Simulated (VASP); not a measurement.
A run of VASP 6.6.1:

Contents of INCAR:

```
SYSTEM = InGaN
ALGO = Normal
EDIFF = 1E-7
EDIFFG = -0.01
ENCUT = 600
GGA = PE
IBRION = 2
ISIF = 3
ISMEAR = 0
LASPH = .True.
LCHARG = .False.
LREAL = .False.
LWAVE = .False.
NELM = 80
NSW = 100
PREC = Accurate
SIGMA = 0.1
```

KPOINTS

```
k-points
0
Gamma
  12 12 8
  0 0 0
```

The input POSCAR:

```
InGaN
1.0
    3.7149680104      0.0000000000      0.0000000000
   -1.8574840052      3.2172566713      0.0000000000
    0.0000000000      0.0000000000      6.1805907522
In Ga N
1 1 1
Direct
    0.0000000000      0.0000000000      0.0836414509
    0.0000000000      0.0000000000      0.6751212762
    0.0000000000      0.0000000000      0.3974913728
```

Potentials or basis: VASP PAW PBE potentials, release 64 (In_d, Ga_d, N).

Command:

```bash
$ cat potpaw_PBE.64/In_d/POTCAR potpaw_PBE.64/Ga_d/POTCAR potpaw_PBE.64/N/POTCAR > POTCAR
$ mpirun -np 1 vasp_std > vasp.out
```

Hardware: 1 thread of Intel(R) Xeon(R) Platinum 8375C CPU @ 2.90GHz (Ice Lake), on a shared host.

Task: How long does it take, and how much memory?

Result: It took 15 min on 1 thread of Intel(R) Xeon(R) Platinum 8375C CPU @ 2.90GHz (Ice Lake), with other jobs on the host, peak memory 0.36 GiB. Counts: scf iterations 89, k points 95, ion steps 10.
